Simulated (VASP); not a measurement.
# Se (R-3) in VASP: a series of runs

Runs on Se. Level: r2SCAN. Tasks: single point.

All numbers are computed with VASP 6.6.1; they aren't measurements. Logs are shortened: lines on timing, memory, paths and dates and some standing lists are left out, and cuts for length are marked.

**1. The cell of the first run**

Symmetry: R-3, No. 148, trigonal system. The conventional cell has a = 11.364 Å, b = 11.364 Å, c = 4.785 Å, α = 90.00°, β = 90.00°, γ = 120.00°. Within 3.1 Å of Se (site symmetry 1) lie 2 Se at 2.37 Å.

**2. Single point, r2SCAN**

File POSCAR:

```
Se
1.0
    5.6820856906      3.2805537030      1.5949520838
   -5.6820856906      3.2805537030      1.5949520838
    0.0000000000     -6.5611074061      1.5949520836
Se
6
Direct
    0.2732913751      0.1520265620      0.9082437209
    0.9082437209      0.2732913751      0.1520265620
    0.1520265620      0.9082437209      0.2732913751
    0.7267086249      0.8479734380      0.0917562791
    0.0917562791      0.7267086249      0.8479734380
    0.8479734380      0.0917562791      0.7267086249
```

File INCAR.step1:

```
ALGO = Normal
EDIFF = 1E-4
ENCUT = 520
GGA = PE
ISMEAR = 0
LASPH = True
LCHARG = False
LREAL = False
LWAVE = True
NBANDS = 27
NELM = 100
PREC = Accurate
SIGMA = 0.02
```

File INCAR.step2:

```
ALGO = Normal
EDIFF = 1E-6
ENCUT = 520
ISIF = 2
ISMEAR = 0
ISTART = 1
LASPH = True
LCHARG = False
LMIXTAU = True
LREAL = False
LWAVE = False
METAGGA = R2SCAN
NBANDS = 27
NELM = 100
PREC = Accurate
SIGMA = 0.02
```

File KPOINTS:

```
k-points
0
Gamma
  6 6 6
```

Potentials or basis: VASP PAW PBE potentials, release 64 (Se).

Started as:

```
$ cat potpaw_PBE.64/Se/POTCAR > POTCAR
$ cp INCAR.step1 INCAR
$ mpirun -np 1 vasp_std > vasp.out
$ cp INCAR.step2 INCAR
$ mpirun -np 1 vasp_std > vasp.out
```

OUTCAR:

```text
EDIFF = 1E-6
   ENCUT = 520
   ISIF = 2
   ISMEAR = 0
   ISTART = 1
   LASPH = True
   LREAL = False
   METAGGA = R2SCAN
   NELM = 100
   PREC = Accurate

 ion  position               nearest neighbor table
   1  0.273  0.152  0.908-   6 2.37   5 2.37
   2  0.908  0.273  0.152-   4 2.37   6 2.37
   3  0.152  0.908  0.273-   4 2.37   5 2.37
   4  0.727  0.848  0.092-   3 2.37   2 2.37
   5  0.092  0.727  0.848-   1 2.37   3 2.37
   6  0.848  0.092  0.727-   1 2.37   2 2.37

  LATTYP: Found a trigonal (rhomboedric) cell.
 ALAT       =     6.7521850199
 COS(alpha) =    -0.4163053165

  Lattice vectors:

 A1 = (   5.6820856906,   3.2805537030,   1.5949520838)
 A2 = (  -5.6820856906,   3.2805537030,   1.5949520838)
 A3 = (   0.0000000000,  -6.5611074061,   1.5949520836)

Analysis of symmetry for initial positions (statically):
=====================================================================
 Subroutine PRICEL returns:
 Original cell was already a primitive cell.

 Routine SETGRP: Setting up the symmetry group for a
 trigonal (rhombohedral) supercell.

 Subroutine GETGRP returns: Found  6 space group operations
 (whereof  6 operations were pure point group operations)
 out of a pool of 12 trial point group operations.

The static configuration has the point symmetry S_6 .

Analysis of symmetry for dynamics (positions and initial velocities):
=====================================================================
 Subroutine PRICEL returns:
 Original cell was already a primitive cell.

 Routine SETGRP: Setting up the symmetry group for a
 trigonal (rhombohedral) supercell.

 Subroutine GETGRP returns: Found  6 space group operations
 (whereof  6 operations were pure point group operations)
 out of a pool of 12 trial point group operations.

The dynamic configuration has the point symmetry S_6 .

 Subroutine INISYM returns: Found  6 space group operations
 (whereof  6 operations are pure point group operations),
 and found     1 'primitive' translations

----------------------------------------------------------------------------------------

                                     Primitive cell

  volume of cell :     178.3831

  direct lattice vectors                    reciprocal lattice vectors
     5.682085691  3.280553703  1.594952084     0.087995857  0.050804432  0.208992694
    -5.682085691  3.280553703  1.594952084    -0.087995857  0.050804432  0.208992694
     0.000000000 -6.561107406  1.594952084     0.000000000 -0.101608863  0.208992694

  length of vectors
     6.752185020  6.752185020  6.752185020     0.232383966  0.232383966  0.232383966

  position of ions in fractional coordinates (direct lattice)
     0.273291375  0.152026562  0.908243721
     0.908243721  0.273291375  0.152026562
     0.152026562  0.908243721  0.273291375
     0.726708625  0.847973438  0.091756279
     0.091756279  0.726708625  0.847973438
     0.847973438  0.091756279  0.726708625

  ion indices of the primitive-cell ions
   primitive index   ion index
                 1           1
                 2           2
                 3           3
                 4           4
                 5           5
                 6           6

----------------------------------------------------------------------------------------

 KPOINTS: k-points

Automatic generation of k-mesh.
 Grid dimensions read from file:
 generate k-points for:    6    6    6

 Generating k-lattice:

  Cartesian coordinates                     Fractional coordinates (reciprocal lattice)
     0.014665976  0.008467405  0.034832116     0.166666667  0.000000000  0.000000000
    -0.014665976  0.008467405  0.034832116     0.000000000  0.166666667  0.000000000
     0.000000000 -0.016934811  0.034832116     0.000000000  0.000000000  0.166666667

  Length of vectors
     0.038730661  0.038730661  0.038730661

  Shift w.r.t. Gamma in fractional coordinates (k-lattice)
     0.000000000  0.000000000  0.000000000

 Subroutine IBZKPT returns following result:
 ===========================================

 Found     40 irreducible k-points:

 Following reciprocal coordinates:
            Coordinates               Weight
  0.000000  0.000000  0.000000      1.000000
  0.166667 -0.000000  0.000000      6.000000
  0.333333  0.000000  0.000000      6.000000
  0.500000  0.000000  0.000000      3.000000
  0.166667  0.166667  0.000000      6.000000
  0.333333  0.166667  0.000000      6.000000
[... 16 lines left out ...]
  0.333333  0.333333  0.166667      6.000000
  0.500000  0.333333  0.166667      6.000000
 [... further k-points ...]
   k-points           NKPTS =     40   k-points in BZ     NKDIM =     40   number of bands    NBANDS=     27
   number of dos      NEDOS =    301   number of ions     NIONS =      6
   total plane-waves  NPLWV = 125000
   dimension x,y,z NGX =    50 NGY =   50 NGZ =   50
   dimension x,y,z NGXF=   100 NGYF=  100 NGZF=  100
   ions per type =               6
   NGX,Y,Z   is equivalent  to a cutoff of  12.31, 12.31, 12.31 a.u.
   NGXF,Y,Z  is equivalent  to a cutoff of  24.62, 24.62, 24.62 a.u.
 SYSTEM =  unknown system
   PREC   = accura    normal or accurate (medium, high low for compatibility)
   ISTART =      1    job   : 0-new  1-cont  2-samecut
   ICHARG =      0    charge: 1-file 2-atom 10-const
   ISPIN  =      1    spin polarized calculation?
   LNONCOLLINEAR =      F non collinear calculations
   LSORBIT =      F    spin-orbit coupling
   LASPH  =      T    aspherical Exc in radial PAW
   ENCUT  =  520.0 eV  38.22 Ry    6.18 a.u.  12.55 12.55 12.55*2*pi/ulx,y,z
   NELM   =    100;   NELMIN=  2; NELMDL=  0     # of ELM steps
   EDIFF  = 0.1E-05   stopping-criterion for ELM
   LREAL  =      F    real-space projection
   EDIFFG = 0.1E-04   stopping-criterion for IOM
   NSW    =      0    number of steps for IOM
   IBRION =     -1    ionic relax: 0-MD 1-quasi-New 2-CG
   NFREE  =      0    steps in history (QN), initial steepest desc. (CG)
   ISIF   =      2    stress and relaxation
   ISYM   =      2    0-nonsym 1-usesym 2-fastsym
   POTIM  = 0.5000    time-step for ionic-motion
   TEBEG  =    0.0;   TEEND  =   0.0 temperature during run
   PSTRESS=    0.0 pullay stress
   NELECT =      36.0000    total number of electrons
   NUPDOWN=      -1.0000    fix difference up-down
   EMIN   =  10.00;   EMAX   =-10.00  energy-range for DOS
   EFERMI =   0.00;   METHOD = LEGACY
   ISMEAR =     0;   SIGMA  =   0.02  broadening in eV -4-tet -1-fermi 0-gaus
   EFERMI_NEDOS =   21; number of points for ismear=-14 and -15
   IALGO  =     38    algorithm
   IMIX   =      4    mixing-type and parameters
     AMIX     =   0.40;   BMIX     =  1.00
     AMIX_MAG =   1.60;   BMIX_MAG =  1.00
  volume/ion in A,a.u.               =      29.73       200.63
  Fermi-wavevector in a.u.,A,eV,Ry     =   0.960265  1.814638 12.546050  0.922109
  Thomas-Fermi vector in A             =   2.089534
   LORBIT       =      0    0 simple, 1 ext, 2 COOP (PROOUT), +10 PAW based schemes
   METAGGA = R2SCAN    functional components
   LHFCALC =     F    Hartree Fock is set to
   AEXX    =    0.0000 exact exchange contribution
   IVDW    =     0    specifies the selected vdW correction
   LEPSILON=     F    determine dielectric tensor
   LRPA    =     F    only Hartree local field effects (RPA)
 non-spin polarized calculation
 Gauss-broadening in eV      SIGMA  =   0.02
  energy-cutoff  :      520.00
  volume of cell :      178.38
 maximum number of plane-waves:      4839
   NGX = 25   NGY = 25   NGZ = 25

 number of electron      36.0000000 magnetization

 Free energy of the ion-electron system (eV)
  ---------------------------------------------------
  ext. energy  EPLUGINS =         0.00000000
  ---------------------------------------------------
  free energy    TOTEN  =       -85.72441508 eV

  energy without entropy =      -85.72441508  energy(sigma->0) =      -85.72441508

 E-fermi :   1.3732     XC(G=0):  -8.8019

 val. band max:        1.2567500063   @ k =  -0.1667   0.5000   0.1667
 cond. band min:       2.9757173703   @ k =   0.3333  -0.1667  -0.3333
 fundamental gap:      1.7189673640
 Fermi energy:         1.3732096642

 k-point     1 :       0.0000    0.0000    0.0000
  band No.  band energies     occupation
      1     -14.7718      2.00000
      2     -13.0639      2.00000
      3     -13.0639      2.00000
      4     -10.6625      2.00000
      5     -10.6625      2.00000
      6      -9.0053      2.00000
[... 19 lines left out ...]
     26       8.2680      0.00000
     27       8.2680      0.00000

 k-point     2 :       0.1667   -0.0000    0.0000
  band No.  band energies     occupation
      1     -14.7169      2.00000
      2     -13.1240      2.00000
      3     -13.0738      2.00000
      4     -10.6851      2.00000
      5     -10.5866      2.00000
      6      -9.0095      2.00000
[... 19 lines left out ...]
     26       8.3369      0.00000
     27       8.5619      0.00000

 k-point     3 :       0.3333    0.0000    0.0000
  band No.  band energies     occupation
      1     -14.5941      2.00000
      2     -13.2518      2.00000
      3     -13.0942      2.00000
      4     -10.7253      2.00000
      5     -10.4330      2.00000
      6      -9.0416      2.00000
[... 19 lines left out ...]
     26       8.5414      0.00000
     27       9.1617      0.00000

 k-point     4 :       0.5000    0.0000    0.0000
  band No.  band energies     occupation
      1     -14.5236      2.00000
      2     -13.3222      2.00000
      3     -13.1046      2.00000
      4     -10.7434      2.00000
      5     -10.3542      2.00000
      6      -9.0694      2.00000
[... 19 lines left out ...]
     26       9.1731      0.00000
     27       9.6465      0.00000

 k-point     5 :       0.1667    0.1667    0.0000
  band No.  band energies     occupation
      1     -14.6299      2.00000
      2     -13.1586      2.00000
      3     -13.1163      2.00000
      4     -10.6381      2.00000
      5     -10.5396      2.00000
      6      -9.0763      2.00000
[... 19 lines left out ...]
     26       8.8637      0.00000
     27       9.1628      0.00000

 k-point     6 :       0.3333    0.1667    0.0000
  band No.  band energies     occupation
      1     -14.5247      2.00000
      2     -13.2885      2.00000
      3     -13.1424      2.00000
      4     -10.6767      2.00000
      5     -10.4277      2.00000
      6      -9.0566      2.00000
[... 444 lines left out ...]
      1     -14.6079      2.00000
      2     -13.3222      2.00000
      3     -13.1690      2.00000
      4     -10.7410      2.00000
      5     -10.4881      2.00000
      6      -8.7773      2.00000
[... 19 lines left out ...]
     26       8.1741      0.00000
     27       8.5519      0.00000

 k-point    22 :      -0.1667    0.1667    0.1667
  band No.  band energies     occupation
      1     -14.6617      2.00000
      2     -13.1838      2.00000
      3     -13.1335      2.00000
      4     -10.6997      2.00000
      5     -10.5765      2.00000
      6      -8.8901      2.00000
[... 19 lines left out ...]
     26       8.3088      0.00000
     27       8.7516      0.00000

 k-point    23 :       0.3333    0.3333    0.1667
  band No.  band energies     occupation
      1     -14.4485      2.00000
      2     -13.4608      2.00000
      3     -13.2952      2.00000
      4     -10.6241      2.00000
      5     -10.3958      2.00000
      6      -8.8530      2.00000
[... 19 lines left out ...]
     26       8.0576      0.00000
     27       8.2453      0.00000

 k-point    24 :       0.5000    0.3333    0.1667
  band No.  band energies     occupation
      1     -14.4718      2.00000
      2     -13.4936      2.00000
      3     -13.2543      2.00000
      4     -10.7371      2.00000
      5     -10.4071      2.00000
      6      -8.6721      2.00000
[... 19 lines left out ...]
     26       8.0277      0.00000
     27       8.4749      0.00000

 [... further k-points ...]

------------------------ aborting loop because EDIFF is reached ----------------------------------------

  FORCE on cell =-STRESS in cart. coord.  units (eV):
  Direction    XX          YY          ZZ          XY          YZ          ZX
  --------------------------------------------------------------------------------------
  -------------------------------------------------------------------------------------
  Total       -0.0303165     -0.0303165     -0.0003810      0.0000011     -0.0000000     -0.0000000
  in kB       -0.2722925     -0.2722925     -0.0034223      0.0000102     -0.0000000     -0.0000000
  external PRESSURE =      -0.1826691 kB  Pullay stress =       0.0000000 kB

 VOLUME and BASIS-vectors are now :
 -----------------------------------------------------------------------------
  energy-cutoff  :      520.00
  volume of cell :      178.38
      direct lattice vectors                 reciprocal lattice vectors
     5.682085691  3.280553703  1.594952084     0.087995857  0.050804432  0.208992694
    -5.682085691  3.280553703  1.594952084    -0.087995857  0.050804432  0.208992694
     0.000000000 -6.561107406  1.594952084     0.000000000 -0.101608863  0.208992694

 POSITION                                       TOTAL-FORCE (eV/Angst)
 -----------------------------------------------------------------------------------
      0.68904     -4.56381      2.12697         0.000072     -0.000468      0.001746
      3.60785      2.87863      2.12697         0.000369      0.000296      0.001746
     -4.29689      1.68518      2.12697        -0.000441      0.000171      0.001746
     -0.68904      4.56381      2.65789        -0.000072      0.000468     -0.001746
     -3.60785     -2.87863      2.65789        -0.000369     -0.000296     -0.001746
      4.29689     -1.68518      2.65789         0.000441     -0.000171     -0.001746
 -----------------------------------------------------------------------------------
    total drift:                                0.000000      0.000000     -0.000000

  FREE ENERGIE OF THE ION-ELECTRON SYSTEM (eV)
  ---------------------------------------------------
  free  energy   TOTEN  =       -85.7244150784 eV

  energy  without entropy=      -85.7244150784  energy(sigma->0) =      -85.72441508
```

Wall time 8.8 min (1 thread of Intel Xeon Platinum 8559C (Emerald Rapids), shared host); peak memory 0.43 GiB.

What came out:

| Quantity | Value |
| --- | --- |
| Free energy | -85.7244 eV |
| Pressure | 0.0 GPa |
| Band gap on the k mesh | 1.72 eV, indirect (least direct gap 1.96 eV) |

Caveat: the PAW data sets were made with another functional, which shifts forces and pressure a little. A k mesh can miss the band edges.

**3. Single point, r2SCAN**

POSCAR is that of step 2.

File INCAR.step1:

```
PREC     = Accurate       # precision mode
ENCUT    = 520            # plane-wave cutoff, eV
ISMEAR   = 0              # smearing method
SIGMA    = 0.02           # smearing width, eV
LREAL    = False          # projectors in reciprocal space
LASPH    = True           # aspherical terms in the spheres
NELM     = 100            # most SCF steps
NBANDS   = 27             # bands
GGA      = PE             # functional
ALGO     = Normal         # electronic algorithm
EDIFF    = 1E-4           # SCF threshold, eV
LWAVE    = True           # write WAVECAR
LCHARG   = False          # write CHGCAR
```

File INCAR.step2:

```
PREC     = Accurate       # precision mode
ENCUT    = 520            # plane-wave cutoff, eV
EDIFF    = 1E-7           # SCF threshold, eV
ISMEAR   = 0              # smearing method
SIGMA    = 0.02           # smearing width, eV
LREAL    = False          # projectors in reciprocal space
LASPH    = True           # aspherical terms in the spheres
NELM     = 100            # most SCF steps
ALGO     = Normal         # electronic algorithm
ISIF     = 2              # what is computed and relaxed
LWAVE    = False          # write WAVECAR
LCHARG   = False          # write CHGCAR
METAGGA  = R2SCAN         # meta-GGA
LMIXTAU  = True         
NBANDS   = 27             # bands
ISTART   = 1
```

File KPOINTS:

```
Automatic mesh
0
Gamma
  6 6 6
```

Potentials or basis: VASP PAW PBE potentials, release 64 (Se).

Started as:

```
$ cat potpaw_PBE.64/Se/POTCAR > POTCAR
$ cp INCAR.step1 INCAR
$ mpirun -np 1 vasp_std > vasp.out
$ cp INCAR.step2 INCAR
$ mpirun -np 1 vasp_std > vasp.out
```

Wall time 9.8 min (1 thread of Intel Xeon Platinum 8559C (Emerald Rapids), shared host); peak memory 0.43 GiB.

Results (log left out):

```yaml
Free_energy: -85.7244 eV
Pressure: 0.0 GPa
Band_gap_on_the_k_mesh: 1.72 eV, indirect (least direct gap 1.96 eV)
```

Levels at points of the mesh, in eV from the valence-band top:
| k point | band 15 | band 16 | band 17 | band 18 | band 19 | band 20 | band 21 | band 22 |
| --- | --- | --- | --- | --- | --- | --- | --- | --- |
| (0.00, 0.00, 0.00) | -0.60 | -0.60 | -0.50 | -0.50 | 2.20 | 2.20 | 2.98 | 3.28 |
| (0.50, 0.00, 0.00) | -1.06 | -0.71 | -0.20 | -0.11 | 2.21 | 2.41 | 2.95 | 3.38 |
| (0.50, 0.50, 0.00) | -1.14 | -1.01 | -0.77 | -0.21 | 1.91 | 2.30 | 2.78 | 3.21 |
| (0.50, 0.50, 0.50) | -1.27 | -1.06 | -1.06 | -0.03 | 1.94 | 1.94 | 2.56 | 3.95 |

Caveat: the PAW data sets were made with another functional, which shifts forces and pressure a little. r2SCAN opens gaps a little over a GGA but as a rule still falls short of measured ones.
